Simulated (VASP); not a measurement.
Wanted: the native input for a VASP 6.6.1 run.

| Quantity | Value |
| --- | --- |
| Task | single point |
| Functional | r2SCAN |
| Potentials or basis | VASP PAW PBE potentials, release 64 (H) |
| Cutoff | 520 eV |
| k mesh | 14 × 14 × 14 |
| Occupations | gaussian, width 0.02 eV |
| Spin | no spin polarisation |
| Dipole correction | no |
| Further INCAR settings | ALGO = Normal; EDIFF = 1e-06; NBANDS = 8 |

H:

```
H
1.0
    -1.17605    1.17605    1.65014
     1.17605   -1.17605    1.65014
     1.17605    1.17605   -1.65014
H
2
Cartesian
  0.0000 0.0000 2.9339
  0.0000 0.0000 0.3664
```

One way to write it, as run:

POSCAR

```
H
1.0
   -1.1760526651      1.1760526651      1.6501413636
    1.1760526651     -1.1760526651      1.6501413636
    1.1760526651      1.1760526651     -1.6501413636
H
2
Direct
    0.8889876399      0.8889876399      0.0000000000
    0.1110123601      0.1110123601      0.0000000000
```

INCAR.step1

```
PREC     = Accurate       # precision mode
ENCUT    = 520            # plane-wave cutoff, eV
ISMEAR   = 0              # smearing method
SIGMA    = 0.02           # smearing width, eV
LREAL    = False          # projectors in reciprocal space
LASPH    = True           # aspherical terms in the spheres
NELM     = 60             # most SCF steps
NBANDS   = 8              # bands
GGA      = PE             # functional
ALGO     = Normal         # electronic algorithm
EDIFF    = 1E-4           # SCF threshold, eV
LWAVE    = True           # write WAVECAR
LCHARG   = False          # write CHGCAR
```

INCAR.step2

```
PREC     = Accurate       # precision mode
ENCUT    = 520            # plane-wave cutoff, eV
EDIFF    = 1E-6           # SCF threshold, eV
ISMEAR   = 0              # smearing method
SIGMA    = 0.02           # smearing width, eV
LREAL    = False          # projectors in reciprocal space
LASPH    = True           # aspherical terms in the spheres
NELM     = 60             # most SCF steps
ALGO     = Normal         # electronic algorithm
ISIF     = 2              # what is computed and relaxed
LWAVE    = False          # write WAVECAR
LCHARG   = True           # write CHGCAR
METAGGA  = R2SCAN         # meta-GGA
LMIXTAU  = True         
LELF     = True           # ELF
LVHAR    = True         
NBANDS   = 8              # bands
ISTART   = 1
```

KPOINTS

```
Automatic mesh
0
Gamma
  14 14 14
```

Potentials or basis: VASP PAW PBE potentials, release 64 (H).

Command:

```sh
$ cat potpaw_PBE.64/H/POTCAR > POTCAR
$ cp INCAR.step1 INCAR
$ mpirun -np 1 vasp_std > vasp.out
$ cp INCAR.step2 INCAR
$ mpirun -np 1 vasp_std > vasp.out
```

Results of the run:

| Item | Value |
| --- | --- |
| Pressure | 14.6 GPa |
| Largest force | 0.016 eV/Å |
| Band gap on the k mesh | 7.14 eV (least direct gap 7.61 eV) |

Caveat: the cell stands under pressure; the PAW data sets were made with another functional, which shifts forces and pressure a little.

It took 31 s on 1 thread of Intel(R) Xeon(R) 6975P-C (Granite Rapids) (shared host), peak memory 0.12 GiB.
